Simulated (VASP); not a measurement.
Crystal: TiN (qlda).

```
Ti N
1.0
     0.00000    2.12062    2.12062
     2.12062    0.00000    2.12062
     2.12062    2.12062    0.00000
Ti N
1 1
Direct
  0.00000 0.00000 0.00000
  0.50000 0.50000 0.50000
```

```yaml
Program: VASP 6.6.1
Task: relaxation of cell and atoms
Functional: LDA
Potentials_or_basis: VASP PAW LDA potentials, release 64 (Ti_sv, N)
Cutoff: 600 eV
k_mesh: 8 × 8 × 8
Occupations: gaussian, width 0.1 eV
Spin: no spin polarisation
```

At the start: pressure -13.2 GPa; volume 9.54 Å³/atom.

Problem. Where does the relaxation end?

Solution. Over 3 steps the energy falls by 18.4 meV/atom and the volume is 9.12 Å³/atom (-4.4 %); space group Fm-3m (No. 225, to 0.05 Å).

Step by step:
| step | energy change (eV) | largest force (eV/Å) | pressure (GPa) | volume (Å³) |
| --- | --- | --- | --- | --- |
| 1 | 0.0000 | 0.0000 | -13.23 | 19.07 |
| 2 | 0.0567 | 0.0000 | 25.75 | 16.98 |
| 3 | -0.0367 | 0.0000 | -0.31 | 18.23 |

Final structure:
```
CELL_PARAMETERS angstrom
0.00000 2.08903 2.08903
2.08903 0.00000 2.08903
2.08903 2.08903 0.00000
ATOMIC_POSITIONS crystal
Ti 0.00000 0.00000 0.00000
N 0.50000 0.50000 0.50000
```
